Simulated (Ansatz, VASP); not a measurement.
**NiO in VASP and in Ansatz**

```xyz
2
Lattice="0.0000 2.0859 2.0859 2.0859 0.0000 2.0859 2.0859 2.0859 0.0000" Properties=species:S:1:pos:R:3 pbc="T T T"
Ni    0.0000    0.0000    0.0000
O     2.0859    2.0859    2.0859
```

Alike in both runs: task single point; functional PBE; k mesh 11 × 11 × 11; occupations gaussian, width 0.012 eV; collinear spin.

|  | VASP | Ansatz |
| --- | --- | --- |
| version | VASP 6.6.1 | Ansatz 0.2.0 |
| potentials or method | VASP PAW PBE potentials, release 64 (Ni, O), cutoff 520 eV | all-electron LAPW, scalar-relativistic |

Ansatz gave:

```
gap on the k mesh at the Fermi level (eV)                     : none
pressure (GPa)                                                : 6.6
net moment per atom (μB)                                      : 0.91
size of the moment on the site where the two differ most (μB) : 1.50
```

**Question.** Estimate VASP's values.

**Answer.** gap on the k mesh at the Fermi level (eV): none; pressure (GPa): 6.1; net moment per atom (μB): 0.89; size of the moment on the site where the two differ most (μB): 1.46.

Site moments also hang on the region over which each program counts them. A gap of «none» marks a metal or a gap that the smearing closes. Ansatz ran all-electron here, and VASP with PAW potentials.
